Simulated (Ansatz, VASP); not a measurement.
# B in VASP and in Ansatz

```xyz
3
Lattice="3.3333 0.0000 0.0000 -1.6667 2.8868 0.0000 0.0000 0.0000 2.0433" Properties=species:S:1:pos:R:3 pbc="T T T"
B     0.0000    0.0000    0.0000
B     0.0000    1.9245    1.0217
B     1.6667    0.9623    1.0217
```

Alike in both runs: task relaxation of cell and atoms; functional RPBE; k mesh 11 × 11 × 15; occupations fermi-dirac, width 0.1 eV; no spin polarisation.

|  | VASP | Ansatz |
| --- | --- | --- |
| version | VASP 6.6.1 | Ansatz 0.2.0 |
| potentials or method | VASP PAW PBE potentials, release 64 (B), cutoff 600 eV | plane waves (420 eV) with PAW, scalar-relativistic |
| valence electrons in the cell | 9 | 9 |

Ansatz gave:

- relaxed volume (Å³/atom): 6.80
- relaxed cell length with the largest relative difference (Å): 2.843

Q: Estimate VASP's values.

A: Relaxed volume (Å³/atom): 6.79; relaxed cell length with the largest relative difference (Å): 2.840.

VASP's potentials were made for PBE, not for RPBE.
